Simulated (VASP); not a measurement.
Write the native input for VASP 6.6.1 that does the following.

```
Task                   : single point
Functional             : r2SCAN
Potentials or basis    : VASP PAW PBE potentials, release 64 (Cd)
Cutoff                 : 520 eV
k mesh                 : 18 × 18 × 18
Occupations            : gaussian, width 0.15 eV
Spin                   : no spin polarisation
Dipole correction      : no
Further INCAR settings : ALGO = Normal; EDIFF = 1e-06; NBANDS = 12
```

Cd:

```
Cd
1.0
     0.00000    2.10724    2.21815
     2.10724    0.00000    2.21815
     2.10724    2.10724    0.00000
Cd
1
Direct
  0.00000 0.00000 0.00000
```

This cell differs from its parent crystal: strain -0.050 along x and y, +0.000 along z.

These files were run (other wordings do the same):

POSCAR

```
Cd
1.0
    0.0000000000      2.1072422625      2.2181497500
    2.1072422625      0.0000000000      2.2181497500
    2.1072422625      2.1072422625      0.0000000000
Cd
1
Direct
    0.0000000000      0.0000000000      0.0000000000
```

INCAR.step1

```
  PREC = Accurate
  ENCUT = 520
  ISMEAR = 0
  SIGMA = 0.15
  LREAL = False
  LASPH = True
  NELM = 80
  NBANDS = 12
  GGA = PE
  ALGO = Normal
  EDIFF = 1E-4
  LWAVE = True
  LCHARG = False
```

INCAR.step2

```
  PREC = Accurate
  ENCUT = 520
  EDIFF = 1E-6
  ISMEAR = 0
  SIGMA = 0.15
  LREAL = False
  LASPH = True
  NELM = 80
  ALGO = Normal
  ISIF = 2
  LWAVE = False
  LCHARG = False
  METAGGA = R2SCAN
  LMIXTAU = True
  NBANDS = 12
  ISTART = 1
```

KPOINTS

```
Automatic mesh
0
Gamma
  18 18 18
```

Potentials or basis: VASP PAW PBE potentials, release 64 (Cd).

The run is started by

```console
$ cat potpaw_PBE.64/Cd/POTCAR > POTCAR
$ cp INCAR.step1 INCAR
$ mpirun -np 1 vasp_std > vasp.out
$ cp INCAR.step2 INCAR
$ mpirun -np 1 vasp_std > vasp.out
```

Results of the run:

```json
{"Pressure": "7.5 GPa", "Band gap on the k mesh": "zero (bands 6 and 7 overlap by 3.09 eV)"}
```

Caveat: the cell differs from its parent crystal (strain -0.050 along x and y, +0.000 along z); the cell stands under pressure; the PAW data sets were made with another functional, which shifts forces and pressure a little.

It took 2.2 min on 1 thread of Intel(R) Xeon(R) 6975P-C (Granite Rapids), on a shared host, peak memory 0.23 GiB.
